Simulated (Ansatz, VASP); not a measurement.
## SnTe: VASP beside Ansatz

```
Sn Te
1.0
     3.89340    0.00000    0.00000
     0.00000    3.89340    0.00000
     0.00000    0.00000    3.87946
Sn Te
1 1
Direct
  0.50000 0.50000 0.50000
  0.00000 0.00000 0.00000
```

Alike in both runs: functional PBE; k mesh 14 × 14 × 16; occupations gaussian, width 0.1 eV; no spin polarisation.

Ansatz relaxed the structure, and its values are those at the end. VASP's run is a single point on that final structure, the one shown.

|  | VASP | Ansatz |
| --- | --- | --- |
| version | VASP 6.6.1 | Ansatz 0.2.0 |
| potentials or method | VASP PAW PBE potentials, release 64 (Sn_d, Te), cutoff 520 eV | scalar-relativistic, plane waves, PAW |
| valence electrons in the cell | 20 | 30 |

```csv
,VASP,Ansatz,Ansatz less VASP
gap on the k mesh at the Fermi level (eV),none,none,-
pressure (GPa),0.0,0.0,+0.04
```

A gap of «none» marks a metal or a gap that the smearing closes. The functional is the same, so the differences come from potentials, cutoffs and numerics. VASP's potentials hold 20 valence electrons a cell and Ansatz's 30, so a difference there can come from the potentials and not from the codes.

Spin-orbit coupling is off throughout.
